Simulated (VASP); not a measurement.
Input of a VASP 6.6.1 run:

The input INCAR:

```
SYSTEM = LiBr
ALGO     = Normal         ! electronic algorithm
EDIFF    = 1E-8           ! SCF threshold, eV
ENCUT    = 650            ! plane-wave cutoff, eV
GGA      = PE             ! functional
GGA_COMPAT= .False.      
ISIF     = 2              ! what is computed and relaxed
ISMEAR   = -1             ! smearing method
LASPH    = .True.         ! aspherical terms in the spheres
LCHARG   = .False.        ! write CHGCAR
LEFG     = .True.       
LREAL    = .False.        ! projectors in reciprocal space
LWAVE    = .False.        ! write WAVECAR
NBANDS   = 12             ! bands
NELM     = 120            ! most SCF steps
PREC     = Accurate       ! precision mode
SIGMA    = 0.08           ! smearing width, eV
```

Contents of KPOINTS:

```
k-points
0
Gamma
  12 12 12
  0 0 0
```

File POSCAR:

```
LiBr
1.0
    0.0000000000      2.7363030834      2.7363030834
    2.7363030834      0.0000000000      2.7363030834
    2.7363030834      2.7363030834      0.0000000000
Li Br
1 1
Direct
    0.0000000000      0.0000000000      0.0000000000
    0.5000000000      0.5000000000      0.5000000000
```

Potentials or basis: VASP PAW PBE potentials, release 64 (Li_sv, Br).

Command:

```console
$ cat potpaw_PBE.64/Li_sv/POTCAR potpaw_PBE.64/Br/POTCAR > POTCAR
$ mpirun -np 1 vasp_std > vasp.out
```

Task: Estimate the band gap on the k mesh.

Result: 5.01 eV (least direct gap 5.02 eV).

Task: What does it give for the pressure?

Result: 0.5 GPa.

A k mesh can miss the band edges.
